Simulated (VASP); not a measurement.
Write the native input for VASP 6.6.1 that does the following.

```
Task                   : single point
Functional             : PBEsol
Potentials or basis    : VASP PAW PBE potentials, release 64 (Zn, Mg, S)
Cutoff                 : 520 eV
k mesh                 : 1 × 1 × 1, shifted
Occupations            : fermi-dirac, width 0.05 eV
Spin                   : no spin polarisation
Dipole correction      : no
Further INCAR settings : LREAL = Auto; ALGO = Normal; EDIFF = 1e-07; NBANDS = 216; ISYM = 0
```

The structure of Mg11Zn5S16 lies in POSCAR:

```
Mg11Zn5S16
1.0
   11.1176610480      0.0000000000      0.0000000000
    0.0000000000     11.1176610480      0.0000000000
    0.0000000000      0.0000000000     11.1176610480
Zn Mg S
10 22 32
Direct
    0.0055580000      0.0025130000      0.0002480000
    0.0051470000      0.9989220000      0.4994990000
    0.4987950000      0.4939260000      0.0013100000
    0.2529990000      0.2462470000      0.9989330000
    0.2480980000      0.7559100000      0.5007960000
    0.2494750000      0.0023850000      0.2494050000
    0.2477740000      0.0021350000      0.7492830000
    0.7451300000      0.4971840000      0.2475180000
    0.4981000000      0.2509550000      0.2456660000
    0.4953030000      0.2497100000      0.7518530000
    0.9995120000      0.4982790000      0.0018050000
    0.9994690000      0.5013560000      0.4976980000
    0.4938030000      0.0048460000      0.9998290000
    0.4943600000      0.0020810000      0.4993310000
    0.4985560000      0.4989080000      0.4979490000
    0.2509580000      0.2452990000      0.4986700000
    0.2492590000      0.7535060000      0.0004420000
    0.7453840000      0.2510690000      0.0018170000
    0.7481450000      0.2495460000      0.4985200000
    0.7501370000      0.7482910000      0.0012610000
    0.7505930000      0.7501890000      0.4972350000
    0.2531340000      0.4983100000      0.2482290000
    0.2527410000      0.4979730000      0.7521500000
    0.7523190000      0.0014360000      0.2497460000
    0.7508680000      0.0017090000      0.7506470000
    0.7463350000      0.4981250000      0.7512110000
    0.0021030000      0.2465210000      0.2479950000
    0.0030310000      0.2447400000      0.7525140000
    0.0019030000      0.7533570000      0.2513130000
    0.0033690000      0.7556740000      0.7474350000
    0.4973870000      0.7483900000      0.2498970000
    0.4960650000      0.7500290000      0.7511720000
    0.1317530000      0.1213630000      0.1200450000
    0.1256520000      0.1164600000      0.6238130000
    0.1256400000      0.6255620000      0.1254930000
    0.1305230000      0.6291470000      0.6211690000
    0.6198850000      0.1277820000      0.1294860000
    0.6181690000      0.1297970000      0.6301610000
    0.6217910000      0.6148880000      0.1238770000
    0.6237410000      0.6260760000      0.6241390000
    0.3775260000      0.3682200000      0.1193180000
    0.3780210000      0.3692950000      0.6269500000
    0.3701600000      0.8800230000      0.1299200000
    0.3650400000      0.8768270000      0.6270650000
    0.8699940000      0.3768790000      0.1298010000
    0.8762450000      0.3734120000      0.6268240000
    0.8814510000      0.8806460000      0.1195780000
    0.8788720000      0.8805830000      0.6182250000
    0.3749170000      0.1268090000      0.3631850000
    0.3683610000      0.1284500000      0.8678850000
    0.3681110000      0.6305110000      0.3809010000
    0.3788390000      0.6204800000      0.8832300000
    0.8816440000      0.1202890000      0.3804980000
    0.8782370000      0.1219800000      0.8831970000
    0.8686960000      0.6203970000      0.3666930000
    0.8772450000      0.6254860000      0.8722660000
    0.1263990000      0.3736400000      0.3743890000
    0.1296680000      0.3692440000      0.8811380000
    0.1306460000      0.8815880000      0.3777920000
    0.1266540000      0.8852920000      0.8747430000
    0.6218490000      0.3733170000      0.3650700000
    0.6141700000      0.3725550000      0.8744390000
    0.6234730000      0.8764850000      0.3742390000
    0.6227670000      0.8764390000      0.8769650000
```

The input as run:

INCAR

```
SYSTEM = Mg11Zn5S16
ALGO = Normal ; EDIFF = 1E-7
ENCUT = 520 ; GGA = PS
ISIF = 2 ; ISMEAR = -1
ISYM = 0 ; LASPH = .TRUE.
LCHARG = .FALSE. ; LREAL = Auto
LWAVE = .FALSE. ; NBANDS = 216
NELM = 60 ; PREC = Accurate
SIGMA = 0.05
```

KPOINTS

```
Automatic mesh
0
Gamma
  1 1 1
  0.25 0.25 0.25
```

Potentials or basis: VASP PAW PBE potentials, release 64 (Zn, Mg, S).

Launch:

```bash
$ cat potpaw_PBE.64/Zn/POTCAR potpaw_PBE.64/Mg/POTCAR potpaw_PBE.64/S/POTCAR > POTCAR
$ mpirun -np 1 vasp_std > vasp.out
```

It gave:

- Pressure: 0.0 GPa
- Largest force: 0.029 eV/Å
- Band gap on the k mesh: 3.57 eV

Caveat: the PAW data sets were made with another functional, which shifts forces and pressure a little; a shifted mesh leaves out Γ, where band edges can lie.

Wall time 55 min on 1 thread of Oxide Virtual Turin-like Processor, on a shared host, peak memory 1.6 GiB.
